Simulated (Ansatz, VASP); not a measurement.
## Ag in VASP and in Ansatz

```
Ag
1.0
    -1.59127    1.59127    1.59127
     1.59127   -1.59127    1.59127
     1.59127    1.59127   -1.59127
Ag
1
Direct
  0.00000 0.00000 0.00000
```

Alike in both runs: functional LDA; k mesh 20 × 20 × 20; occupations fermi-dirac, width 0.15 eV; no spin polarisation.

Ansatz relaxed the structure, and its values are those at the end. VASP's run is a single point on that final structure, the one shown.

```csv
,VASP,Ansatz
version,VASP 6.6.1,Ansatz 0.2.0
potentials or method,"VASP PAW LDA potentials, release 64 (Ag), cutoff 520 eV","scalar-relativistic, plane waves, PAW"
valence electrons in the cell,11,19
```

VASP gave:

- gap on the k mesh at the Fermi level (eV): none
- pressure (GPa): 0.1

Task: Which values does Ansatz return?

Result: gap on the k mesh at the Fermi level (eV): none; pressure (GPa): 0.0.

LDA's correlation is that of Perdew and Zunger in VASP and of Perdew and Wang (1992) in Ansatz. A gap of «none» marks a metal or a gap that the smearing closes. VASP's potentials hold 11 valence electrons a cell and Ansatz's 19, so a difference there can come from the potentials and not from the codes.
